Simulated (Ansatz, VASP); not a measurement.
# H in VASP and in Ansatz

```xyz
4
Lattice="2.5890 -2.6499 0.0000 2.5890 2.6499 0.0000 0.0000 0.0000 4.3958" Properties=species:S:1:pos:R:3 pbc="T T T"
H     2.5890   -2.4594    0.3262
H     2.5890    0.1906    1.8717
H     2.5890   -0.1906    2.5241
H     2.5890    2.4594    4.0696
```

Alike in both runs: task single point; functional PBE; k mesh 6 × 6 × 6; occupations gaussian, width 0.02 eV; no spin polarisation.

|  | VASP | Ansatz |
| --- | --- | --- |
| version | VASP 6.6.1 | Ansatz 0.2.0 |
| potentials or method | VASP PAW PBE potentials, release 64 (H), cutoff 520 eV | scalar-relativistic, plane waves, PAW |
| valence electrons in the cell | 4 | 4 |

```csv
,VASP,Ansatz,Ansatz less VASP
gap on the k mesh at the Fermi level (eV),9.22,9.23,+0.001
least direct gap on the mesh (eV),9.75,9.75,+0.001
pressure (GPa),-0.4,-0.2,+0.17
"traceless stress, the component that is largest in VASP (GPa)",-0.29,-0.26,+0.032
rms of the force components (eV/Å),0.100,0.094,-0.0059
```

Atom by atom the forces differ by 0.006 eV/Å (rms over components).
